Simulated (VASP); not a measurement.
Crystal: ZnO.

```
Zn O
1.0
     0.00000    2.13377    2.13377
     2.13377    0.00000    2.13377
     2.13377    2.13377    0.00000
Zn O
1 1
Direct
  0.00000 0.00000 0.00000
  0.50000 0.50000 0.50000
```

Base run:

```yaml
Program: VASP 6.6.1
Functional: r2SCAN
Potentials_or_basis: VASP PAW PBE potentials, release 64 (Zn, O)
Cutoff: 520 eV
k_mesh: 8 × 8 × 8
Occupations: gaussian, width 0.5 eV
Spin: no spin polarisation
```

Its results: band gap on the k mesh 1.55 eV (least direct gap 2.98 eV); pressure 1.5 GPa.

Problem. After a change of settings the same cell gave: band gap on the k mesh 1.29 eV (least direct gap 2.58 eV); pressure 7.1 GPa. Which change was it?
A. occupations from gaussian, width 0.5 eV to gaussian, width 0.01 eV; further incar settings from ALGO = Normal; EDIFF = 1e-06; NBANDS = 16 to ALGO = Normal; EDIFF = 1e-07; NBANDS = 16
B. occupations from gaussian, width 0.5 eV to methfessel-paxton, width 0.001 eV
C. k mesh from 8 × 8 × 8 to 2 × 2 × 2; occupations from gaussian, width 0.5 eV to gaussian, width 0.01 eV

Solution. C.

Caveats: some runs use coarse meshes; the PAW data sets were made with another functional, which shifts forces and pressure a little.
